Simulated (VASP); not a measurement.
Zr3N4:

```
Zr N
1.0
    -3.32445    3.32445    3.32445
     3.32445   -3.32445    3.32445
     3.32445    3.32445   -3.32445
Zr N
6 8
Direct
  0.25000 0.62500 0.37500
  0.37500 0.25000 0.62500
  0.75000 0.87500 0.12500
  0.12500 0.75000 0.87500
  0.62500 0.37500 0.25000
  0.87500 0.12500 0.75000
  0.13742 0.13742 0.13742
  0.86258 0.50000 0.00000
  0.50000 0.00000 0.36258
  0.00000 0.86258 0.50000
  0.36258 0.50000 0.00000
  0.63742 0.63742 0.63742
  0.00000 0.36258 0.50000
  0.50000 0.00000 0.86258
```

* Program: VASP 6.6.1
* Task: relaxation of the atoms
* Functional: PBE
* Potentials or basis: VASP PAW PBE potentials, release 64 (Zr_sv, N)
* Cutoff: 520 eV
* k mesh: 6 × 6 × 6
* Occupations: fermi-dirac, width 0.02 eV
* Spin: no spin polarisation

At the start: pressure 16.8 GPa; volume 10.50 Å³/atom.

Problem. How do energy, volume and symmetry change on relaxing?

Solution. Over 3 steps the energy falls by 3.1 meV/atom; space group I-43d (No. 220, to 0.1 Å) before and after.

The path:
```tsv
step	energy change (eV)	largest force (eV/Å)	pressure (GPa)
1	0.0000	0.2578	16.82
2	-0.0220	0.1841	16.23
3	-0.0440	0.0100	14.93
```

Final structure:
```
Zr N
1.0
    -3.32445    3.32445    3.32445
     3.32445   -3.32445    3.32445
     3.32445    3.32445   -3.32445
Zr N
6 8
Direct
  0.25000 0.62500 0.37500
  0.37500 0.25000 0.62500
  0.75000 0.87500 0.12500
  0.12500 0.75000 0.87500
  0.62500 0.37500 0.25000
  0.87500 0.12500 0.75000
  0.14497 0.14497 0.14497
  0.85503 0.50000 0.00000
  0.50000 0.00000 0.35503
  0.00000 0.85503 0.50000
  0.35503 0.50000 0.00000
  0.64497 0.64497 0.64497
  0.00000 0.35503 0.50000
  0.50000 0.00000 0.85503
```
